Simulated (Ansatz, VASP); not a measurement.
One calculation of P, two programs

```
P
1.0
     0.00000    2.63431    2.63431
     2.63431    0.00000    2.63431
     2.63431    2.63431    0.00000
P
2
Direct
  0.12500 0.12500 0.12500
  0.87500 0.87500 0.87500
```

Alike in both runs: task single point; functional LDA; k mesh 12 × 12 × 12; occupations fermi-dirac, width 0.1 eV; no spin polarisation.

```csv
,VASP,Ansatz
version,VASP 6.6.1,Ansatz 0.2.0
potentials or method,"VASP PAW LDA potentials, release 64 (P), cutoff 520 eV","plane waves (420 eV) with PAW, scalar-relativistic"
valence electrons in the cell,10,10
```

Ansatz gave:

* pressure (GPa): 2.6

Question: Estimate VASP's values.

Answer: Pressure (GPa): 2.5.

Ansatz warns that its potentials were made for another functional, while VASP's fit it. LDA's correlation is that of Perdew and Zunger in VASP and of Perdew and Wang (1992) in Ansatz.
